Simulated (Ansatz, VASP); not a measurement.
**One calculation of Sn, two programs**

```
Sn
1.0
    -2.70493    2.70493    1.66327
     2.70493   -2.70493    1.66327
     2.70493    2.70493   -1.66327
Sn
2
Direct
  0.75000 0.25000 0.50000
  0.00000 0.00000 0.00000
```

Change from the starting cell: strain -0.080 along x and y, +0.040 along z, atoms carried along.

Alike in both runs: task single point; functional PBEsol; k mesh 16 × 16 × 16; occupations gaussian, width 0.15 eV; no spin polarisation.

|  | VASP | Ansatz |
| --- | --- | --- |
| version | VASP 6.6.1 | Ansatz 0.2.0 |
| potentials or method | VASP PAW PBE potentials, release 64 (Sn_d), cutoff 520 eV | scalar-relativistic, plane waves, PAW |
| valence electrons in the cell | 28 | 28 |

|  | VASP | Ansatz | Ansatz less VASP |
| --- | --- | --- | --- |
| gap on the k mesh at the Fermi level (eV) | none | none | - |
| pressure (GPa) | 8.7 | 8.8 | +0.06 |
| traceless stress, the component that is largest in VASP (GPa) | -6.92 | -6.92 | -0.003 |

VASP's potentials were made for PBE, not for PBEsol. A gap of «none» marks a metal or a gap that the smearing closes. The functional is the same, so the differences come from potentials, cutoffs and numerics.
